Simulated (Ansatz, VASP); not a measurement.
## W in VASP and in Ansatz

```
CELL_PARAMETERS angstrom
-1.53341 1.53341 1.59730
1.53341 -1.53341 1.59730
1.53341 1.53341 -1.59730
ATOMIC_POSITIONS crystal
W 0.00000 0.00000 0.00000
```

Change from the starting cell: strain -0.040 along x and y, +0.000 along z, atoms carried along.

Alike in both runs: task single point; functional PBE; k mesh 20 × 20 × 20; occupations gaussian, width 0.15 eV; no spin polarisation.

|  | VASP | Ansatz |
| --- | --- | --- |
| version | VASP 6.6.1 | Ansatz 0.2.0 |
| potentials or method | VASP PAW PBE potentials, release 64 (W_sv), cutoff 520 eV | scalar-relativistic, plane waves, PAW |
| valence electrons in the cell | 14 | 14 |

|  | VASP | Ansatz | Ansatz less VASP |
| --- | --- | --- | --- |
| gap on the k mesh at the Fermi level (eV) | none | none | - |
| pressure (GPa) | 26.2 | 25.4 | -0.86 |
| traceless stress, the component that is largest in VASP (GPa) | -10.06 | -10.05 | +0.012 |

A gap of «none» marks a metal or a gap that the smearing closes. The functional is the same, so the differences come from potentials, cutoffs and numerics.

Spin-orbit coupling is off throughout.
